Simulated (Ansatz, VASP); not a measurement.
Ir: VASP beside Ansatz

```
Ir
1.0
     9.00000    0.00000    0.00000
     0.00000    9.00000    0.00000
     0.00000    0.00000   11.24000
Ir
2
Direct
  0.50000 0.50000 0.59929
  0.50000 0.50000 0.40036
```

Alike in both runs: task single point; functional PBE; k mesh 1 × 1 × 1; occupations gaussian, width 0.01 eV; collinear spin.

|  | VASP | Ansatz |
| --- | --- | --- |
| version | VASP 6.6.1 | Ansatz 0.2.0 |
| potentials or method | VASP PAW PBE potentials, release 64 (Ir), cutoff 520 eV | scalar-relativistic, plane waves, PAW |
| valence electrons in the cell | 18 | 34 |

Ansatz gave:

- gap on the k mesh at the Fermi level (eV): 0.34
- rms of the force components (eV/Å): 0.491
- net moment per atom (μB): 2.00
- size of the moment on the site where the two differ most (μB): 1.29

**Question.** Estimate VASP's values.

**Answer.** gap on the k mesh at the Fermi level (eV): 0.29; rms of the force components (eV/Å): 0.458; net moment per atom (μB): 2.00; size of the moment on the site where the two differ most (μB): 1.74.

Site moments also hang on the region over which each program counts them. Atom by atom the forces differ by 0.033 eV/Å (rms over components). VASP's potentials hold 18 valence electrons a cell and Ansatz's 34, so a difference there can come from the potentials and not from the codes.

Spin-orbit coupling is off throughout.
